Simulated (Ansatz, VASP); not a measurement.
One calculation of Ge2Sb2Te5, two programs

```xyz
9
Lattice="3.9429 0.0000 0.0000 -1.9715 3.4147 0.0000 0.0000 0.0000 18.8980" Properties=species:S:1:pos:R:3 pbc="T T T"
Ge    0.0000    0.0000    6.2613
Ge    0.0000    0.0000   12.6367
Sb    0.0000    2.2764    2.1184
Sb    1.9715    1.1382   16.7796
Te    0.0000    0.0000    0.0000
Te    0.0000    2.2764   14.9566
Te    1.9715    1.1382    3.9415
Te    0.0000    2.2764    7.7407
Te    1.9715    1.1382   11.1574
```

Alike in both runs: task single point; functional PBE; k mesh 12 × 12 × 2; occupations gaussian, width 0.03 eV; no spin polarisation.

|  | VASP | Ansatz |
| --- | --- | --- |
| version | VASP 6.6.1 | Ansatz 0.2.0 |
| potentials or method | VASP PAW PBE potentials, release 64 (Ge_d, Sb, Te), cutoff 520 eV | scalar-relativistic, plane waves, PAW |
| valence electrons in the cell | 68 | 138 |

|  | VASP | Ansatz | Ansatz less VASP |
| --- | --- | --- | --- |
| gap on the k mesh at the Fermi level (eV) | none | none | - |
| pressure (GPa) | 6.6 | 6.5 | -0.05 |
| traceless stress, the component that is largest in VASP (GPa) | -2.76 | -2.80 | -0.038 |
| rms of the force components (eV/Å) | 0.283 | 0.266 | -0.0175 |

Atom by atom the forces differ by 0.018 eV/Å (rms over components). A gap of «none» marks a metal or a gap that the smearing closes. VASP's potentials hold 68 valence electrons a cell and Ansatz's 138, so a difference there can come from the potentials and not from the codes.

Neither program's run includes spin-orbit coupling.
